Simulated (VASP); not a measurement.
Be2Se, 9 atoms in the cell. The typed cell holds 9 atoms: a = 3.476 Å, b = 3.476 Å, c = 11.218 Å, α = 90.00°, β = 90.00°, γ = 90.00°. 

- Program: VASP 6.6.1
- Task: single point
- Functional: PBE
- Potentials or basis: VASP PAW PBE potentials, release 64 (Be, Se)
- Cutoff: 520 eV
- k mesh: 6 × 6 × 2
- Occupations: gaussian, width 0.2 eV
- Spin: no spin polarisation
- Dipole correction: no
- Further INCAR settings: ALGO = Normal; EDIFF = 1e-06; NBANDS = 25

Potentials or basis: VASP PAW PBE potentials, release 64 (Be, Se).

Command:

```bash
$ cat potpaw_PBE.64/Be/POTCAR potpaw_PBE.64/Se/POTCAR > POTCAR
$ mpirun -np 1 vasp_std > vasp.out
```

Hardware: 1 thread of AMD EPYC 7R13 (shared host).

Question: Estimate the wall time of this run.

Answer: Run time: 3.2 min on 1 thread of AMD EPYC 7R13 (shared host), peak memory 0.27 GiB. Counts: scf iterations 14, k points 40.
